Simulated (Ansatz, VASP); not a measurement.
## One calculation of HgH, two programs

```
Hg H
1.0
     3.41820    0.00000    0.00000
    -1.70910    2.96025    0.00000
     0.00000    0.00000    5.63179
Hg H
2 2
Cartesian
  0.0000 1.9735 4.2238
  1.7091 0.9867 1.4079
  0.0000 0.0000 0.0000
  0.0000 0.0000 2.8159
```

Alike in both runs: task single point; functional PBE; k mesh 6 × 6 × 4; occupations gaussian, width 0.1 eV; no spin polarisation.

```csv
,VASP,Ansatz
version,VASP 6.6.1,Ansatz 0.2.0
potentials or method,"VASP PAW PBE potentials, release 64 (Hg, H), cutoff 520 eV","scalar-relativistic, plane waves, PAW"
valence electrons in the cell,26,42
```

```csv
,VASP,Ansatz,Ansatz less VASP
gap on the k mesh at the Fermi level (eV),none,none,-
pressure (GPa),1.7,1.6,-0.18
"traceless stress, the component that is largest in VASP (GPa)",0.74,0.74,+0.002
```

A gap of «none» marks a metal or a gap that the smearing closes. VASP's potentials hold 26 valence electrons a cell and Ansatz's 42, so a difference there can come from the potentials and not from the codes.

Neither program's run includes spin-orbit coupling.
